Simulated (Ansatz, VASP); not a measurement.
## One calculation of CdSe, two programs

Contents of INCAR:

```
PREC = Accurate
ENCUT = 520
EDIFF = 1E-6
ISMEAR = 0
SIGMA = 0.05
LREAL = False
LASPH = True
NELM = 80
ALGO = Normal
ISIF = 2
LWAVE = False
LCHARG = True
GGA = PE
LELF = True
LVHAR = True
NBANDS = 16
```

File KPOINTS:

```
regular mesh
0
Gamma
  10 10 10
```

Contents of POSCAR:

```
CdSe
1.0
    0.0000000000      3.0702711986      3.0702711986
    3.0702711986      0.0000000000      3.0702711986
    3.0702711986      3.0702711986      0.0000000000
Cd Se
1 1
Direct
    0.0000000000      0.0000000000      0.0000000000
    0.7288448964      0.7570517012      0.7570517012
```

Input for Ansatz:

```yaml
crystal:
  lattice:
    - [0.0, 3.0702711986, 3.0702711986]
    - [3.0702711986, 0.0, 3.0702711986]
    - [3.0702711986, 3.0702711986, 0.0]
  atoms:
    - { symbol: Cd, position: [0.0, 0.0, 0.0] }
    - { symbol: Se, position: [0.7288448964, 0.7570517012, 0.7570517012] }
basis:
  ecutwfc: 420
kpoints:
  mp_grid: { grid: [10, 10, 10] }
hamiltonian:
  xc: pbe
scf:
  occupations: { method: gaussian, width: 0.05 }
output:
  forces: true
  stress: true
  eigenvalues: true
```

Change from the starting cell: all Se atoms moved +0.075 Å, as atom 2 towards its neighbour atom 1 (Cd) at 2.659 Å.

Alike in both runs: task single point; functional PBE; k mesh 10 × 10 × 10; occupations gaussian, width 0.05 eV; no spin polarisation.

```csv
,VASP,Ansatz
version,VASP 6.6.1,Ansatz 0.2.0
potentials or method,"VASP PAW PBE potentials, release 64 (Cd, Se), cutoff 520 eV","scalar-relativistic, plane waves, PAW"
valence electrons in the cell,18,36
```

```tsv
	VASP	Ansatz	Ansatz less VASP
gap on the k mesh at the Fermi level (eV)	0.53	0.53	+0.001
least direct gap on the mesh (eV)	0.53	0.53	+0.001
pressure (GPa)	1.7	1.4	-0.29
traceless stress, the component that is largest in VASP (GPa)	-0.83	-0.80	+0.034
rms of the force components (eV/Å)	0.234	0.227	-0.0068
```

Atom by atom the forces differ by 0.007 eV/Å (rms over components). With one functional, cell and mesh, what is left measures potentials, basis and numerics. VASP's potentials hold 18 valence electrons a cell and Ansatz's 36, so a difference there can come from the potentials and not from the codes.
